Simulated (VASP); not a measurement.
# Al3N (P6_3/mcm) in VASP: further runs, part 2 of 2

VASP 6.6.1.

## Step 4: Relaxation of cell and atoms, PBE

This run uses another cell than the first one, of 13.71 Å³/atom, 1.022 times its volume.

File INCAR:

```
PREC = Accurate
ENCUT = 600
EDIFF = 1E-6
ISMEAR = 0
SIGMA = 0.1
LREAL = F
LASPH = T
NELM = 100
ALGO = Normal
ISIF = 3
LWAVE = F
LCHARG = F
GGA = PE
IBRION = 2
NSW = 90
EDIFFG = -0.04
```

File KPOINTS:

```
Automatic mesh
0
Gamma
  6 6 4
```

File POSCAR:

```
Al3N
1.0
    5.1946198642      0.0000000000      0.0000000000
   -2.5973099322      4.4986727654      0.0000000000
    0.0000000000      0.0000000000      4.6928055763
Al N
6 2
Direct
    0.3115000000      0.3115000000      0.2500000000
    0.0000000000      0.3115000000      0.7500000000
    0.6885000000      0.0000000000      0.2500000000
    0.6885000000      0.6885000000      0.7500000000
    0.0000000000      0.6885000000      0.2500000000
    0.3115000000      0.0000000000      0.7500000000
    0.0000000000      0.0000000000      0.0000000000
    0.0000000000      0.0000000000      0.5000000000
```

Potentials or basis: VASP PAW PBE potentials, release 64 (Al, N).

Started as:

```sh
cat potpaw_PBE.64/Al/POTCAR potpaw_PBE.64/N/POTCAR > POTCAR
mpirun -np 1 vasp_std > vasp.out
```

OUTCAR:

```text
PREC = Accurate
   ENCUT = 600
   EDIFF = 1E-6
   ISMEAR = 0
   LREAL = F
   LASPH = T
   NELM = 100
   ISIF = 3
   GGA = PE
   IBRION = 2
   NSW = 90
   EDIFFG = -0.04

 ion  position               nearest neighbor table
   1  0.312  0.312  0.250-   7 2.00   8 2.00   3 2.80   5 2.80   2 2.85   2 2.85   6 2.85   6 2.85
                             4 3.06   4 3.06   5 3.10   3 3.10   3 3.10   5 3.10
   2  0.000  0.312  0.750-   7 2.00   8 2.00   4 2.80   6 2.80   3 2.85   3 2.85   1 2.85   1 2.85
                             5 3.06   5 3.06   4 3.10   6 3.10   6 3.10   4 3.10
   3  0.688  0.000  0.250-   7 2.00   8 2.00   1 2.80   5 2.80   2 2.85   2 2.85   4 2.85   4 2.85
                             6 3.06   6 3.06   5 3.10   1 3.10   5 3.10   1 3.10
   4  0.688  0.688  0.750-   7 2.00   8 2.00   6 2.80   2 2.80   5 2.85   5 2.85   3 2.85   3 2.85
                             1 3.06   1 3.06   2 3.10   6 3.10   6 3.10   2 3.10
   5  0.000  0.688  0.250-   7 2.00   8 2.00   1 2.80   3 2.80   6 2.85   6 2.85   4 2.85   4 2.85
                             2 3.06   2 3.06   1 3.10   3 3.10   3 3.10   1 3.10
[... 210 lines left out ...]
  in kB      -85.2220039    -85.2220039    276.1071164      0.0000000      0.0000000      0.0000000
  external PRESSURE =      35.2210362 kB  Pullay stress =       0.0000000 kB
[... 239 lines left out ...]
--------------------------------------- Ionic step        7  -------------------------------------------

 number of electron      27.9999998 magnetization

 Free energy of the ion-electron system (eV)
  ---------------------------------------------------
  ext. energy  EPLUGINS =         0.00000000
  ---------------------------------------------------
  free energy    TOTEN  =       -40.62044492 eV

  energy without entropy =      -40.61190788  energy(sigma->0) =      -40.61617640

 E-fermi :   8.5666     XC(G=0): -10.5803

 val. band max:        8.5548041256   @ k =   0.3333   0.3333   0.2500
 cond. band min:       8.5861767290   @ k =   0.1667   0.0000   0.0000
 fundamental gap:      0.0313726034
 Fermi energy:         8.5665911767

 k-point     1 :       0.0000    0.0000    0.0000
  band No.  band energies     occupation
      1      -8.9927      2.00000
      2      -6.7538      2.00000
      3      -0.9184      2.00000
      4       0.3218      2.00000
      5       1.2321      2.00000
      6       1.2321      2.00000
[... 486 lines left out ...]
  FREE ENERGIE OF THE ION-ELECTRON SYSTEM (eV)
  ---------------------------------------------------
  free  energy   TOTEN  =       -40.6204449233 eV

  energy  without entropy=      -40.6119078820  energy(sigma->0) =      -40.61617640

 reached required accuracy - stopping structural energy minimisation
```

Wall time 2 min (1 thread of Intel Xeon 6975P-C (Granite Rapids), shared host); peak memory 0.27 GiB.

What came out:

- Free energy: -40.6204 eV
- Relaxed volume: 13.39 Å³/atom
- Relaxed cell: a = 4.864 Å, b = 4.864 Å, c = 5.228 Å, α = 90.00°, β = 90.00°, γ = 120.00°
- Space group after relaxing (to 0.05 Å): P6_3/mcm (No. 193)
- Energy gained by relaxing: 213.1 meV/atom
- Ionic steps: 7
- Pressure after relaxing: 0.0 GPa
- Largest force after relaxing: 0.023 eV/Å
- Band gap on the k mesh: zero (band 14 reaches 8.92 eV, above the bottom of band 15 at 7.32 eV)

Forces in eV/Å, atoms in the order of the input:
```
Al  -0.011 -0.020  0.000
Al   0.011 -0.020  0.000
Al   0.023  0.000  0.000
Al   0.011  0.020  0.000
Al  -0.011  0.020  0.000
Al  -0.023  0.000  0.000
N    0.000  0.000  0.000
N    0.000  0.000  0.000
```

The path:
| step | energy change (eV) | largest force (eV/Å) | pressure (GPa) | volume (Å³) |
| --- | --- | --- | --- | --- |
| 1 | 0.0000 | 1.0194 | 3.52 | 109.67 |
| 2 | -1.5397 | 0.2353 | -4.97 | 113.72 |
| 3 | -1.5563 | 0.1768 | -5.43 | 114.02 |
| 4 | -1.5589 | 0.1551 | -5.57 | 114.12 |
| 5 | -1.6858 | 0.2662 | 1.26 | 106.42 |
| 6 | -1.6919 | 0.2507 | -0.06 | 107.68 |
| 7 | -1.7045 | 0.0227 | 0.00 | 107.12 |

Final structure:
```
Al N
1.0
     4.86407    0.00000    0.00000
    -2.43204    4.21241    0.00000
     0.00000    0.00000    5.22821
Al N
6 2
Direct
  0.32695 0.32695 0.25000
  0.00000 0.32695 0.75000
  0.67305 0.00000 0.25000
  0.67305 0.67305 0.75000
  0.00000 0.67305 0.25000
  0.32695 0.00000 0.75000
  0.00000 0.00000 0.00000
  0.00000 0.00000 0.50000
```

## Step 5: Single point, PBE

This run uses another cell than the first one, of 13.44 Å³/atom, 1.003 times its volume.

File INCAR:

```
PREC = Accurate
ENCUT = 520
EDIFF = 1E-7
ISMEAR = 0
SIGMA = 0.1
LREAL = False
LASPH = True
NELM = 60
ALGO = Normal
ISIF = 2
LWAVE = False
LCHARG = True
GGA = PE
LELF = True
LVHAR = True
NBANDS = 24
```

File KPOINTS:

```
regular mesh
0
Gamma
  12 12 8
```

File POSCAR:

```
Al3N
1.0
    4.8740917069      0.0000000000      0.0000000000
   -2.4370458535      4.2210872386      0.0000000000
    0.0000000000      0.0000000000      5.2279095424
Al N
6 2
Direct
    0.3262755286      0.3262755286      0.2500000000
    0.0000000000      0.3262755286      0.7500000000
    0.6737244714      0.0000000000      0.2500000000
    0.6737244714      0.6737244714      0.7500000000
    0.0000000000      0.6737244714      0.2500000000
    0.3262755286      0.0000000000      0.7500000000
    0.0000000000      0.0000000000      0.0000000000
    0.0000000000      0.0000000000      0.5000000000
```

Started as:

```sh
cat potpaw_PBE.64/Al/POTCAR potpaw_PBE.64/N/POTCAR > POTCAR
mpirun -np 1 vasp_std > vasp.out
```

Run time: 83 s. Hardware: 1 thread of Intel Xeon 6975P-C (Granite Rapids), shared host; peak memory 0.33 GiB.

The run converged. Its results:

| Property | Result |
| --- | --- |
| Free energy | -40.6496 eV |
| Pressure | -0.1 GPa |
| Largest force | 0.011 eV/Å |
| Band gap on the k mesh | zero (band 14 reaches 9.00 eV, above the bottom of band 15 at 7.30 eV) |

Forces in eV/Å, atoms in the order of the input:
```
Al  -0.006 -0.010  0.000
Al   0.006 -0.010  0.000
Al   0.011  0.000  0.000
Al   0.006  0.010  0.000
Al  -0.006  0.010  0.000
Al  -0.011  0.000  0.000
N    0.000  0.000  0.000
N    0.000  0.000  0.000
```

Stress tensor (GPa, compression positive):
```
-0.13  0.00  0.00
 0.00 -0.13  0.00
 0.00  0.00 -0.04
```

Levels at points of the mesh, in eV from the Fermi level:
| k point | band 11 | band 12 | band 13 | band 14 | band 15 | band 16 | band 17 | band 18 |
| --- | --- | --- | --- | --- | --- | --- | --- | --- |
| (0.00, 0.00, 0.00) | -2.86 | -2.65 | -2.44 | -2.26 | 1.52 | 1.88 | 1.88 | 2.14 |
| (0.50, 0.00, 0.00) | -2.25 | -1.56 | -0.70 | -0.52 | -0.48 | 0.44 | 0.54 | 2.81 |
| (0.00, 0.00, 0.50) | -1.49 | -1.49 | -1.49 | -1.49 | -1.21 | -1.21 | 2.98 | 2.98 |
| (0.50, 0.00, 0.50) | -2.77 | -2.77 | 0.08 | 0.08 | 1.51 | 1.51 | 2.99 | 2.99 |

## Step 6: Overview

```tsv
task	cell	k mesh	cutoff (eV)	gap on the mesh (eV)	pressure (GPa)	largest force (eV/Å)
single point	a = 4.870, b = 4.870, c = 5.224 Å, angles 90.0, 90.0, 120.0°, 8 atoms	6 × 6 × 4	520	none	-0.1	0.01
single point	a = 5.195, b = 5.195, c = 4.693 Å, angles 90.0, 90.0, 120.0°, 8 atoms	6 × 6 × 4	520	none	3.6	1.02
relaxation of cell and atoms	relaxed from a = 5.195, b = 5.195, c = 4.693 Å, angles 90.0, 90.0, 120.0°, 8 atoms	6 × 6 × 4	600	none	0.0	0.02
single point	a = 4.874, b = 4.874, c = 5.228 Å, angles 90.0, 90.0, 120.0°, 8 atoms	12 × 12 × 8	520	none	-0.1	0.01
```

Alike in all rows: level PBE; potentials or basis VASP PAW PBE potentials, release 64 (Al, N); no spin polarisation; smearing gaussian 0.1 eV.

Caveats: forces of over 1 eV/Å act on the atoms, so gaps and moduli don't describe the material at rest (some runs).

Total energies depend on the potentials used, so only differences within one code and one set of settings carry meaning.
